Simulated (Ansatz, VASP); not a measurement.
## Ti: VASP beside Ansatz

```
CELL_PARAMETERS angstrom
0.00000 2.03000 2.09090
2.03000 0.00000 2.09090
2.03000 2.03000 0.00000
ATOMIC_POSITIONS crystal
Ti 0.00000 0.00000 0.00000
```

Change from the starting cell: zz strain of +3 %, crystal datasets.

Alike in both runs: task electric field gradients; functional PBE; k mesh 15 × 15 × 15; occupations fermi-dirac, width 0.05 eV; no spin polarisation.

|  | VASP | Ansatz |
| --- | --- | --- |
| version | VASP 6.6.1 | Ansatz 0.2.0 |
| potentials or method | VASP PAW PBE potentials, release 64 (Ti_sv), cutoff 400 eV | all-electron PAW with datasets made for the crystal, scalar-relativistic |

|  | VASP | Ansatz | Ansatz less VASP |
| --- | --- | --- | --- |
| pressure (GPa) | 0.0 | 1.0 | +1.02 |
| traceless stress, the component that is largest in VASP (GPa) | -0.67 | -0.65 | +0.017 |
| size of Vzz on the site where it differs most (V/Å²) | 3.3 | 3.4 | +0.12 |

Ansatz ran all-electron here, and VASP with PAW potentials.
